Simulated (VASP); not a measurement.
# ReSb (P6_3/mmc) in VASP: further runs

Runs on ReSb. Level: PBE. Tasks: relaxation of shape and atoms at fixed volume.

Program: VASP 6.6.1. These are calculated values, not measurements. Logs are shortened: lines on timing, memory, paths and dates and some standing lists are left out, and cuts for length are marked.

### 1 The cell of the first run

It takes space group P6_3/mmc (No. 194, hexagonal). Conventional cell: a = 4.352 Å, b = 4.352 Å, c = 5.148 Å, α = 90.00°, β = 90.00°, γ = 120.00°. Within 3.4 Å of Re (site symmetry -3m) lie 2 Re at 2.57 Å and 6 Sb at 2.82 Å. Sb (site symmetry -6m2) has 6 Re at 2.82 Å and 6 Sb at 3.60 Å within 3.7 Å.

### 2 Relaxation of shape and atoms at fixed volume, PBE (21.11 Å³/atom)

File INCAR:

```
PREC = Accurate
ENCUT = 600
EDIFF = 1E-6
ISMEAR = 0
SIGMA = 0.05
LREAL = False
LASPH = True
NELM = 80
ALGO = Normal
ISIF = 4
LWAVE = False
LCHARG = False
GGA = PE
IBRION = 2
NSW = 60
EDIFFG = -0.01
```

File KPOINTS:

```
Automatic mesh
0
Gamma
  10 10 6
```

File POSCAR:

```
ReSb
1.0
    4.3517650639      0.0000000000      0.0000000000
   -2.1758825319      3.7687390966      0.0000000000
    0.0000000000      0.0000000000      5.1484325424
Re Sb
2 2
Direct
    0.0000000000      0.0000000000      0.0000000000
    0.0000000000      0.0000000000      0.5000000000
    0.3333333333      0.6666666667      0.2500000000
    0.6666666667      0.3333333333      0.7500000000
```

Potentials or basis: VASP PAW PBE potentials, release 64 (Re, Sb).

Started as:

```sh
cat potpaw_PBE.64/Re/POTCAR potpaw_PBE.64/Sb/POTCAR > POTCAR
mpirun -np 1 vasp_std > vasp.out
```

OUTCAR:

```text
PREC = Accurate
   ENCUT = 600
   EDIFF = 1E-6
   ISMEAR = 0
   LREAL = False
   LASPH = True
   NELM = 80
   ISIF = 4
   GGA = PE
   IBRION = 2
   NSW = 60
   EDIFFG = -0.01

 ion  position               nearest neighbor table
   1  0.000  0.000  0.000-   2 2.57   2 2.57   4 2.82   3 2.82   3 2.82   4 2.82   4 2.82   3 2.82

   2  0.000  0.000  0.500-   1 2.57   1 2.57   4 2.82   3 2.82   3 2.82   4 2.82   4 2.82   3 2.82

   3  0.333  0.667  0.250-   1 2.82   2 2.82   1 2.82   2 2.82   1 2.82   2 2.82   4 3.60   4 3.60
                             4 3.60   4 3.60   4 3.60   4 3.60
   4  0.667  0.333  0.750-   1 2.82   2 2.82   1 2.82   2 2.82   1 2.82   2 2.82   3 3.60   3 3.60
                             3 3.60   3 3.60   3 3.60   3 3.60

  LATTYP: Found a hexagonal cell.
 ALAT       =     4.3517650639
 C/A-ratio  =     1.1830676672

  Lattice vectors:

 A1 = (   4.3517650639,   0.0000000000,   0.0000000000)
 A2 = (  -2.1758825319,   3.7687390966,   0.0000000000)
 A3 = (   0.0000000000,   0.0000000000,   5.1484325424)

Analysis of symmetry for initial positions (statically):
=====================================================================
 Subroutine PRICEL returns:
 Original cell was already a primitive cell.

 Routine SETGRP: Setting up the symmetry group for a
 hexagonal supercell.

 Subroutine GETGRP returns: Found 24 space group operations
 (whereof 12 operations were pure point group operations)
 out of a pool of 24 trial point group operations.

The static configuration has the point symmetry D_3d.
 The point group associated with its full space group is D_6h.

Analysis of symmetry for dynamics (positions and initial velocities):
=====================================================================
 Subroutine PRICEL returns:
 Original cell was already a primitive cell.

 Routine SETGRP: Setting up the symmetry group for a
 hexagonal supercell.

 Subroutine GETGRP returns: Found 24 space group operations
 (whereof 12 operations were pure point group operations)
 out of a pool of 24 trial point group operations.

The dynamic configuration has the point symmetry D_3d.
 The point group associated with its full space group is D_6h.

 Subroutine INISYM returns: Found 24 space group operations
 (whereof 12 operations are pure point group operations),
 and found     1 'primitive' translations

----------------------------------------------------------------------------------------

                                     Primitive cell

  volume of cell :      84.4377

  direct lattice vectors                    reciprocal lattice vectors
     4.351765064  0.000000000  0.000000000     0.229791817  0.132670367  0.000000000
    -2.175882532  3.768739097  0.000000000     0.000000000  0.265340734  0.000000000
     0.000000000  0.000000000  5.148432542     0.000000000  0.000000000  0.194233874

  length of vectors
     4.351765064  4.351765064  5.148432542     0.265340734  0.265340734  0.194233874

  position of ions in fractional coordinates (direct lattice)
     0.000000000  0.000000000  0.000000000
     0.000000000  0.000000000  0.500000000
     0.333333333  0.666666667  0.250000000
     0.666666667  0.333333333  0.750000000

  ion indices of the primitive-cell ions
   primitive index   ion index
                 1           1
                 2           2
                 3           3
                 4           4

----------------------------------------------------------------------------------------

 KPOINTS: Automatic mesh
[... 68 lines left out ...]
   EDIFF  = 0.1E-05   stopping-criterion for ELM
   LREAL  =      F    real-space projection
   EDIFFG = -.1E-01   stopping-criterion for IOM
   NSW    =     60    number of steps for IOM
   IBRION =      2    ionic relax: 0-MD 1-quasi-New 2-CG
   NFREE  =      1    steps in history (QN), initial steepest desc. (CG)
   ISIF   =      4    stress and relaxation
   ISYM   =      2    0-nonsym 1-usesym 2-fastsym
   POTIM  = 0.5000    time-step for ionic-motion
   TEBEG  =    0.0;   TEEND  =   0.0 temperature during run
   PSTRESS=    0.0 pullay stress
   NELECT =      24.0000    total number of electrons
   NUPDOWN=      -1.0000    fix difference up-down
   EMIN   =  10.00;   EMAX   =-10.00  energy-range for DOS
   EFERMI =   0.00;   METHOD = LEGACY
   ISMEAR =     0;   SIGMA  =   0.05  broadening in eV -4-tet -1-fermi 0-gaus
   EFERMI_NEDOS =   21; number of points for ismear=-14 and -15
   IALGO  =     38    algorithm
   IMIX   =      4    mixing-type and parameters
     AMIX     =   0.40;   BMIX     =  1.00
     AMIX_MAG =   1.60;   BMIX_MAG =  1.00
  volume/ion in A,a.u.               =      21.11       142.45
  Fermi-wavevector in a.u.,A,eV,Ry     =   1.076382  2.034067 15.763684  1.158598
  Thomas-Fermi vector in A             =   2.212265
   LORBIT       =      0    0 simple, 1 ext, 2 COOP (PROOUT), +10 PAW based schemes
   GGA     = PE    functional components
   LHFCALC =     F    Hartree Fock is set to
   AEXX    =    0.0000 exact exchange contribution
   IVDW    =     0    specifies the selected vdW correction
   LEPSILON=     F    determine dielectric tensor
   LRPA    =     F    only Hartree local field effects (RPA)
 conjugate gradient relaxation of ions
 non-spin polarized calculation
 Gauss-broadening in eV      SIGMA  =   0.05
  energy-cutoff  :      600.00
  volume of cell :       84.44
 maximum number of plane-waves:      2851
 NGX is ok and might be reduce to    36
   NGX = 17   NGY = 17   NGZ = 21

--------------------------------------- Ionic step        1  -------------------------------------------

 number of electron      23.9999998 magnetization

 Free energy of the ion-electron system (eV)
  ---------------------------------------------------
  ext. energy  EPLUGINS =         0.00000000
  ---------------------------------------------------
  free energy    TOTEN  =       -31.35182864 eV

  energy without entropy =      -31.34593334  energy(sigma->0) =      -31.34888099

------------------------ aborting loop because EDIFF is reached ----------------------------------------

  FORCE on cell =-STRESS in cart. coord.  units (eV):
  Direction    XX          YY          ZZ          XY          YZ          ZX
  --------------------------------------------------------------------------------------
  -------------------------------------------------------------------------------------
  Total       -1.6126104     -1.6126104     -2.1269661     -0.0000000     -0.0000000     -0.0000000
  in kB      -30.5987374    -30.5987374    -40.3584614     -0.0000000     -0.0000000     -0.0000000
  external PRESSURE =     -33.8519787 kB  Pullay stress =       0.0000000 kB

 VOLUME and BASIS-vectors are now :
 -----------------------------------------------------------------------------
  energy-cutoff  :      600.00
  volume of cell :       84.44
      direct lattice vectors                 reciprocal lattice vectors
     4.351765064  0.000000000  0.000000000     0.229791817  0.132670367  0.000000000
    -2.175882532  3.768739097  0.000000000     0.000000000  0.265340734  0.000000000
     0.000000000  0.000000000  5.148432542     0.000000000  0.000000000  0.194233874

 POSITION                                       TOTAL-FORCE (eV/Angst)
 -----------------------------------------------------------------------------------
      0.00000      0.00000      0.00000        -0.000000      0.000000     -0.000000
      0.00000      0.00000      2.57422        -0.000000      0.000000     -0.000000
     -0.00000      2.51249      1.28711        -0.000000      0.000000     -0.000000
      2.17588      1.25625      3.86132         0.000000     -0.000000      0.000000
 -----------------------------------------------------------------------------------
    total drift:                               -0.000000     -0.000000     -0.000000

  FREE ENERGIE OF THE ION-ELECTRON SYSTEM (eV)
  ---------------------------------------------------
  free  energy   TOTEN  =       -31.3518286435 eV

  energy  without entropy=      -31.3459333356  energy(sigma->0) =      -31.34888099

--------------------------------------- Ionic step        2  -------------------------------------------

 number of electron      23.9999998 magnetization

 Free energy of the ion-electron system (eV)
  ---------------------------------------------------
  ext. energy  EPLUGINS =         0.00000000
  ---------------------------------------------------
  free energy    TOTEN  =       -31.35283709 eV

  energy without entropy =      -31.34674929  energy(sigma->0) =      -31.34979319

 E-fermi :   7.8827     XC(G=0): -11.3306

 val. band max:        7.8811927662   @ k =   0.2000   0.0000   0.1667
 cond. band min:       7.8885862116   @ k =   0.5000   0.0000   0.1667
 fundamental gap:      0.0073934455
 Fermi energy:         7.8826502981

 k-point     1 :       0.0000    0.0000    0.0000
  band No.  band energies     occupation
      1      -4.2716      2.00000
      2      -0.0520      2.00000
      3       2.3575      2.00000
      4       2.9937      2.00000
      5       2.9937      2.00000
      6       3.1469      2.00000
[... 433 lines left out ...]
      3       1.5126      2.00000
      4       3.2764      2.00000
      5       3.5679      2.00000
      6       4.0795      2.00000
[... 8 lines left out ...]
     15       9.6039      0.00000
     16      10.0714      0.00000

 [... further k-points ...]
[... 5 lines left out ...]
  --------------------------------------------------------------------------------------
  -------------------------------------------------------------------------------------
  Total       -1.6969171     -1.6969171     -1.6724420     -0.0000000      0.0000000      0.0000000
  in kB      -32.1984282    -32.1984282    -31.7340217     -0.0000000      0.0000000      0.0000000
  external PRESSURE =     -32.0436260 kB  Pullay stress =       0.0000000 kB

 VOLUME and BASIS-vectors are now :
 -----------------------------------------------------------------------------
  energy-cutoff  :      600.00
  volume of cell :       84.44
      direct lattice vectors                 reciprocal lattice vectors
     4.360782418 -0.000000000 -0.000000000     0.229316646  0.132396028  0.000000000
    -2.180391209  3.776548354  0.000000000     0.000000000  0.264792055  0.000000000
     0.000000000 -0.000000000  5.127162397     0.000000000 -0.000000000  0.195039658

 POSITION                                       TOTAL-FORCE (eV/Angst)
 -----------------------------------------------------------------------------------
      4.36078     -0.00000      5.12716        -0.000000      0.000000      0.000000
      4.36078     -0.00000      2.56358        -0.000000      0.000000      0.000000
     -0.00000      2.51770      1.28179        -0.000000     -0.000000      0.000000
      2.18039      1.25885      3.84537         0.000000      0.000000     -0.000000
 -----------------------------------------------------------------------------------
    total drift:                                0.000000     -0.000000      0.000000

  FREE ENERGIE OF THE ION-ELECTRON SYSTEM (eV)
  ---------------------------------------------------
  free  energy   TOTEN  =       -31.3528370899 eV

  energy  without entropy=      -31.3467492873  energy(sigma->0) =      -31.34979319

 reached required accuracy - stopping structural energy minimisation
```

Wall time 1.7 min (1 thread of Intel Xeon Platinum 8375C at 2.90GHz (Ice Lake), shared host); peak memory 0.29 GiB.

What came out:

```
Free energy               : -31.3528 eV
Energy gained by relaxing : 0.3 meV/atom
Ionic steps               : 2
Pressure after relaxing   : -3.2 GPa
Band gap on the k mesh    : zero (bands 12 and 13 overlap by 0.86 eV)
```

The path:
```csv
step,energy change (eV),largest force (eV/Å),pressure (GPa),volume (Å³)
1,0.0000,0.0000,-3.39,84.44
2,-0.0010,0.0000,-3.20,84.44
```

Final structure:
```xyz
4
Lattice="4.3608 0.0000 0.0000 -2.1804 3.7765 0.0000 0.0000 0.0000 5.1272" Properties=species:S:1:pos:R:3 pbc="T T T"
Re    4.3608    0.0000    5.1272
Re    4.3608    0.0000    2.5636
Sb    0.0000    2.5177    1.2818
Sb    2.1804    1.2588    3.8454
```

Levels at points of the mesh, in eV from the Fermi level:
```csv
k point,band 9,band 10,band 11,band 12,band 13,band 14,band 15,band 16
"(0.00, 0.00, 0.00)",-0.78,-0.78,0.10,0.10,2.07,2.07,2.42,2.72
"(0.50, 0.00, 0.00)",-2.06,-1.97,-1.39,-0.08,-0.05,1.41,1.87,2.07
"(0.00, 0.00, 0.50)",-1.41,-1.41,-1.41,-1.41,-0.31,-0.31,4.10,4.10
"(0.50, 0.00, 0.50)",-1.03,-1.03,-0.70,-0.70,-0.64,-0.64,1.98,1.98
```

Caveat: spin-orbit coupling is left out, which moves the levels of the heavy elements.

(Continued in part 2 of 2.)
